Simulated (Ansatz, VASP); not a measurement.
# One calculation of Bi, two programs

```
Bi
1.0
     2.35199    1.40572    4.00778
    -2.19400    1.33753    3.93959
     0.01994   -2.56532    3.91463
Bi
2
Direct
  0.23389 0.23389 0.23389
  0.76611 0.76611 0.76611
```

Change from the starting cell: equal xy, yz and zx shear strains of +3 %, crystal datasets.

Alike in both runs: task electric field gradients; functional PBE; k mesh 11 × 11 × 11; occupations fermi-dirac, width 0.03 eV; no spin polarisation.

```csv
,VASP,Ansatz
version,VASP 6.6.1,Ansatz 0.2.0
potentials or method,"VASP PAW PBE potentials, release 64 (Bi_d), cutoff 520 eV","all-electron PAW with datasets made for the crystal, scalar-relativistic"
```

```csv
,VASP,Ansatz,Ansatz less VASP
pressure (GPa),1.8,1.9,+0.07
"traceless stress, the component that is largest in VASP (GPa)",-1.35,-1.36,-0.002
rms of the force components (eV/Å),0.162,0.159,-0.0031
size of Vzz on the site where it differs most (V/Å²),57.8,59.4,+1.61
```

Atom by atom the forces differ by 0.004 eV/Å (rms over components). Ansatz ran all-electron here, and VASP with PAW potentials.

Neither program's run includes spin-orbit coupling.
